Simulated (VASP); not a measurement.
# Sb (P6_3/mmc) in VASP: further runs

Aim: see how the results for Sb move with the level of theory and the settings. Levels: RPBE, PBE. Tasks: electric field gradients.

Program: VASP 6.6.1. These are calculated values, not measurements. Logs are shortened: lines on timing, memory, paths and dates and some standing lists are left out, and cuts for length are marked.

## (1) The cell of the first run

The structure is hexagonal, space group P6_3/mmc (No. 194). Conventional cell: a = 3.346 Å, b = 3.346 Å, c = 5.294 Å, α = 90.00°, β = 90.00°, γ = 120.00°. Within 4.3 Å of Sb (site symmetry -6m2) lie 12 Sb at 3.28 to 3.35 Å.

This isn't the form of Sb at room conditions, which is rhombohedral.

## (2) Electric field gradients, RPBE

INCAR

```
PREC = Accurate
ENCUT = 520
EDIFF = 1E-8
ISMEAR = -1
SIGMA = 0.05
LREAL = False
LASPH = True
NELM = 80
ALGO = Normal
ISIF = 2
LWAVE = False
LCHARG = False
GGA = RP
LEFG = True
NBANDS = 12
```

KPOINTS

```
Automatic mesh
0
Gamma
  12 12 7
```

POSCAR

```
Sb
1.0
    3.3463887588      0.0000000000      0.0000000000
   -1.6731943794      2.8980576760      0.0000000000
    0.0000000000      0.0000000000      5.2942271101
Sb
2
Direct
    0.3333333333      0.6666666667      0.2500000000
    0.6666666667      0.3333333333      0.7500000000
```

Potentials or basis: VASP PAW PBE potentials, release 64 (Sb).

The run is started by

```
$ cat potpaw_PBE.64/Sb/POTCAR > POTCAR
$ mpirun -np 1 vasp_std > vasp.out
```

OUTCAR:

```text
PREC = Accurate
   ENCUT = 520
   EDIFF = 1E-8
   ISMEAR = -1
   LREAL = False
   LASPH = True
   NELM = 80
   ISIF = 2
   GGA = RP

 ion  position               nearest neighbor table
   1  0.333  0.667  0.250-   2 3.28   2 3.28   2 3.28   2 3.28   2 3.28   2 3.28
   2  0.667  0.333  0.750-   1 3.28   1 3.28   1 3.28   1 3.28   1 3.28   1 3.28

  LATTYP: Found a hexagonal cell.
 ALAT       =     3.3463887588
 C/A-ratio  =     1.5820717471

  Lattice vectors:

 A1 = (   3.3463887588,   0.0000000000,   0.0000000000)
 A2 = (  -1.6731943794,   2.8980576760,   0.0000000000)
 A3 = (   0.0000000000,   0.0000000000,   5.2942271101)

Analysis of symmetry for initial positions (statically):
=====================================================================
 Subroutine PRICEL returns:
 Original cell was already a primitive cell.

 Routine SETGRP: Setting up the symmetry group for a
 hexagonal supercell.

 Subroutine GETGRP returns: Found 24 space group operations
 (whereof 12 operations were pure point group operations)
 out of a pool of 24 trial point group operations.

The static configuration has the point symmetry D_3d.
 The point group associated with its full space group is D_6h.

Analysis of symmetry for dynamics (positions and initial velocities):
=====================================================================
 Subroutine PRICEL returns:
 Original cell was already a primitive cell.

 Routine SETGRP: Setting up the symmetry group for a
 hexagonal supercell.

 Subroutine GETGRP returns: Found 24 space group operations
 (whereof 12 operations were pure point group operations)
 out of a pool of 24 trial point group operations.

The dynamic configuration has the point symmetry D_3d.
 The point group associated with its full space group is D_6h.

 Subroutine INISYM returns: Found 24 space group operations
 (whereof 12 operations are pure point group operations),
 and found     1 'primitive' translations

----------------------------------------------------------------------------------------

                                     Primitive cell

  volume of cell :      51.3436

[... 134 lines left out ...]
  energy without entropy =       -6.87513415  energy(sigma->0) =       -6.88058612

 E-fermi :   9.2986     XC(G=0): -10.4051

 val. band max:        9.2937336122   @ k =   0.1667   0.0000   0.0000
 cond. band min:       9.3023347779   @ k =   0.4167   0.0833   0.0000
 fundamental gap:      0.0086011657
 Fermi energy:         9.2985584921

 k-point     1 :       0.0000    0.0000    0.0000
  band No.  band energies     occupation
      1      -4.0404      2.00000
      2       0.3292      2.00000
      3       3.1850      2.00000
      4      12.7110      0.00000
      5      12.7110      0.00000
      6      14.5612      0.00000
      7      14.5612      0.00000
      8      15.5567      0.00000
      9      16.7407      0.00000
     10      18.0706      0.00000
     11      19.2308      0.00000
     12      19.2308      0.00000
[... 331 lines left out ...]
 k-point    24 :       0.3333   -0.0000    0.1429
  band No.  band energies     occupation
      1      -1.9767      2.00000
      2       1.3023      2.00000
      3       4.9659      2.00000
      4       6.3767      2.00000
      5       8.3140      2.00000
      6      10.0401      0.00000
      7      11.8754      0.00000
      8      13.3000      0.00000
      9      14.1748      0.00000
     10      16.5529      0.00000
     11      18.3363      0.00000
     12      19.1407      0.00000

 [... further k-points ...]

------------------------ aborting loop because EDIFF is reached ----------------------------------------

  FORCE on cell =-STRESS in cart. coord.  units (eV):
  Direction    XX          YY          ZZ          XY          YZ          ZX
  --------------------------------------------------------------------------------------
  -------------------------------------------------------------------------------------
  Total        1.9606075      1.9606075      1.6109813      0.0000000     -0.0000000      0.0000000
  in kB       61.1808159     61.1808159     50.2707198      0.0000000     -0.0000000      0.0000000
  external PRESSURE =      57.5441172 kB  Pullay stress =       0.0000000 kB

 VOLUME and BASIS-vectors are now :
 -----------------------------------------------------------------------------
  energy-cutoff  :      520.00
  volume of cell :       51.34
      direct lattice vectors                 reciprocal lattice vectors
     3.346388759  0.000000000  0.000000000     0.298829596  0.172529348  0.000000000
    -1.673194379  2.898057676  0.000000000     0.000000000  0.345058695  0.000000000
     0.000000000  0.000000000  5.294227110     0.000000000  0.000000000  0.188884983

 POSITION                                       TOTAL-FORCE (eV/Angst)
 -----------------------------------------------------------------------------------
     -0.00000      1.93204      1.32356        -0.000000     -0.000000      0.000000
      1.67319      0.96602      3.97067         0.000000      0.000000      0.000000
 -----------------------------------------------------------------------------------
    total drift:                               -0.000000      0.000000      0.000000

  FREE ENERGIE OF THE ION-ELECTRON SYSTEM (eV)
  ---------------------------------------------------
  free  energy   TOTEN  =        -6.8860380827 eV

  energy  without entropy=       -6.8751341485  energy(sigma->0) =       -6.88058612

 Electric field gradients (V/A^2)
---------------------------------------------------------------------
 ion       V_xx      V_yy      V_zz      V_xy      V_xz      V_yz
---------------------------------------------------------------------
   1      -9.792    -9.792    19.583    -0.000     0.000    -0.000
   2      -9.792    -9.792    19.583    -0.000    -0.000     0.000
---------------------------------------------------------------------

 Electric field gradients after diagonalization (V/A^2)
 (convention: |V_zz| > |V_xx| > |V_yy|)
----------------------------------------------------------------------
 ion       V_xx      V_yy      V_zz     asymmetry (V_yy - V_xx)/ V_zz
----------------------------------------------------------------------
   1      -9.792    -9.792    19.583       0.000
   2      -9.792    -9.792    19.583       0.000
----------------------------------------------------------------------

           NMR quadrupolar parameters

 Cq : quadrupolar parameter    Cq=e*Q*V_zz/h
 eta: asymmetry parameters     (V_yy - V_xx)/ V_zz
 Q  : nuclear electric quadrupole moment in mb (millibarn)
----------------------------------------------------------------------
 ion       Cq(MHz)       eta       Q (mb)
----------------------------------------------------------------------
   1       0.047       0.000       1.000
   2       0.047       0.000       1.000
----------------------------------------------------------------------
```

It took 28 s on 1 thread of Intel Xeon Platinum 8375C at 2.90GHz (Ice Lake), shared host; peak memory 0.2 GiB.

Results:

- Free energy: -6.8860 eV
- Pressure: 5.8 GPa
- Band gap on the k mesh: zero (bands 5 and 6 overlap by 7.19 eV)
- Largest electric field gradient by atom: Sb +19.6 V/Å²

Electric field gradients, principal values (V/Å²):
| atom | least | middle | greatest (by size) |
| --- | --- | --- | --- |
| 1 Sb | -9.792 | -9.792 | 19.583 |
| 2 Sb | -9.792 | -9.792 | 19.583 |

Caveat: the cell stands under pressure; without QUAD_EFG the Cq values of the log hold for a quadrupole moment of 1 mb, not for the nuclei; the PAW data sets were made with another functional, which shifts forces and pressure a little; spin-orbit coupling is left out, which moves the levels of the heavy elements.

## (3) Electric field gradients, PBE

This run uses another cell than the first one, of 25.15 Å³/atom.

INCAR

```
ALGO     = Normal         # electronic algorithm
EDIFF    = 1E-8           # SCF threshold, eV
ENCUT    = 520            # plane-wave cutoff, eV
GGA      = PE             # functional
ISIF     = 2              # what is computed and relaxed
ISMEAR   = -1             # smearing method
ISYM     = 0            
LASPH    = T              # aspherical terms in the spheres
LCHARG   = F              # write CHGCAR
LEFG     = T            
LREAL    = F              # projectors in reciprocal space
LWAVE    = F              # write WAVECAR
NBANDS   = 12             # bands
NELM     = 100            # most SCF steps
PREC     = Accurate       # precision mode
SIGMA    = 0.05           # smearing width, eV
```

KPOINTS

```
Automatic mesh
0
Gamma
  12 12 7
  0.5 0.5 0.5
```

POSCAR

```
Sb
1.0
    3.3234675684      0.0000000000      0.0000000000
   -1.6617337843      2.8782073429      0.0000000000
    0.0000000000      0.0000000000      5.2579641425
Sb
2
Direct
    0.3333333333      0.6666666667      0.2500000000
    0.6666666667      0.3333333333      0.7500000000
```

Potentials or basis: VASP PAW PBE potentials, release 64 (Sb).

The run is started by

```
$ cat potpaw_PBE.64/Sb/POTCAR > POTCAR
$ mpirun -np 1 vasp_std > vasp.out
```

OUTCAR:

```text
EDIFF = 1E-8
   ENCUT = 520
   GGA = PE
   ISIF = 2
   ISMEAR = -1
   ISYM = 0
   LASPH = T
   LREAL = F
   NELM = 100
   PREC = Accurate

 ion  position               nearest neighbor table
   1  0.333  0.667  0.250-   2 3.25   2 3.25   2 3.25   2 3.25   2 3.25   2 3.25
   2  0.667  0.333  0.750-   1 3.25   1 3.25   1 3.25   1 3.25   1 3.25   1 3.25

IMPORTANT INFORMATION: All symmetrisations will be switched off!
NOSYMM: (Re-)initialisation of all symmetry stuff for point group C_1.

----------------------------------------------------------------------------------------

                                     Primitive cell

  volume of cell :      50.2957

  direct lattice vectors                    reciprocal lattice vectors
     3.323467568  0.000000000  0.000000000     0.300890555  0.173719243  0.000000000
    -1.661733784  2.878207343  0.000000000     0.000000000  0.347438485  0.000000000
     0.000000000  0.000000000  5.257964142     0.000000000  0.000000000  0.190187680

  length of vectors
[... 514 lines left out ...]
     3.323467568  0.000000000  0.000000000     0.300890555  0.173719243  0.000000000
    -1.661733784  2.878207343  0.000000000     0.000000000  0.347438485  0.000000000
     0.000000000  0.000000000  5.257964142     0.000000000  0.000000000  0.190187680

 POSITION                                       TOTAL-FORCE (eV/Angst)
 -----------------------------------------------------------------------------------
     -0.00000      1.91880      1.31449        -0.000000      0.000000      0.000000
      1.66173      0.95940      3.94347         0.000000     -0.000000     -0.000000
 -----------------------------------------------------------------------------------
    total drift:                               -0.000000      0.000000     -0.000000

  FREE ENERGIE OF THE ION-ELECTRON SYSTEM (eV)
  ---------------------------------------------------
  free  energy   TOTEN  =        -7.6417262395 eV

  energy  without entropy=       -7.6309248350  energy(sigma->0) =       -7.63632554

 Electric field gradients (V/A^2)
---------------------------------------------------------------------
 ion       V_xx      V_yy      V_zz      V_xy      V_xz      V_yz
---------------------------------------------------------------------
   1       0.566     0.566    -1.131    -0.000     0.000    -0.000
   2       0.566     0.566    -1.131    -0.000     0.000    -0.000
---------------------------------------------------------------------

 Electric field gradients after diagonalization (V/A^2)
 (convention: |V_zz| > |V_xx| > |V_yy|)
----------------------------------------------------------------------
 ion       V_xx      V_yy      V_zz     asymmetry (V_yy - V_xx)/ V_zz
----------------------------------------------------------------------
   1       0.566     0.566    -1.131       0.000
   2       0.566     0.566    -1.131       0.000
----------------------------------------------------------------------

           NMR quadrupolar parameters

 Cq : quadrupolar parameter    Cq=e*Q*V_zz/h
 eta: asymmetry parameters     (V_yy - V_xx)/ V_zz
 Q  : nuclear electric quadrupole moment in mb (millibarn)
----------------------------------------------------------------------
 ion       Cq(MHz)       eta       Q (mb)
----------------------------------------------------------------------
   1      -0.003       0.000       1.000
   2      -0.003       0.000       1.000
----------------------------------------------------------------------
```

OSZICAR:

```text
N       E                     dE             d eps       ncg     rms          rms(c)
DAV:   1     0.344558770793E+02    0.34456E+02   -0.36407E+03 36288   0.668E+02
DAV:   2    -0.590236660169E+01   -0.40358E+02   -0.39058E+02 47816   0.110E+02
DAV:   3    -0.763659848096E+01   -0.17342E+01   -0.17115E+01 45032   0.250E+01
DAV:   4    -0.764988681772E+01   -0.13288E-01   -0.13285E-01 41136   0.263E+00
DAV:   5    -0.765002109467E+01   -0.13428E-03   -0.13428E-03 43556   0.293E-01    0.274E+00
DAV:   6    -0.764467663280E+01    0.53445E-02   -0.23747E-03 40608   0.264E-01    0.158E+00
DAV:   7    -0.764170509304E+01    0.29715E-02   -0.49650E-03 38272   0.381E-01    0.416E-02
DAV:   8    -0.764172553896E+01   -0.20446E-04   -0.91527E-05 44360   0.678E-02    0.152E-02
DAV:   9    -0.764172705806E+01   -0.15191E-05   -0.29485E-06 40740   0.124E-02    0.337E-03
DAV:  10    -0.764172673367E+01    0.32439E-06   -0.12238E-07 42600   0.231E-03    0.231E-03
DAV:  11    -0.764172613011E+01    0.60356E-06   -0.61426E-09 29948   0.592E-04    0.316E-04
DAV:  12    -0.764172619811E+01   -0.67998E-07   -0.50734E-10 21864   0.185E-04    0.119E-04
DAV:  13    -0.764172623415E+01   -0.36046E-07   -0.88998E-11 20312   0.714E-05    0.158E-05
DAV:  14    -0.764172623947E+01   -0.53213E-08   -0.15092E-11 19452   0.295E-05
   1 F= -.76417262E+01 E0= -.76363255E+01  d E =-.108014E-01
```

It took 7.7 min on 1 thread of Intel Xeon Platinum 8375C at 2.90GHz (Ice Lake), shared host; peak memory 0.83 GiB.

What came out:

| Item | Value |
| --- | --- |
| Free energy | -7.6417 eV |
| Pressure | 6.3 GPa |
| Band gap on the k mesh | zero (bands 5 and 6 overlap by 7.43 eV) |
| Largest electric field gradient by atom | Sb -1.1 V/Å² |

Stress tensor (GPa, compression positive):
```
5.29 0.00 0.00
0.00 5.29 0.00
0.00 0.00 8.30
```

Electric field gradients, principal values (V/Å²):
```tsv
atom	least	middle	greatest (by size)
1 Sb	0.566	0.566	-1.131
2 Sb	0.566	0.566	-1.131
```

Caveat: the cell stands under pressure; without QUAD_EFG the Cq values of the log hold for a quadrupole moment of 1 mb, not for the nuclei; spin-orbit coupling is left out, which moves the levels of the heavy elements.
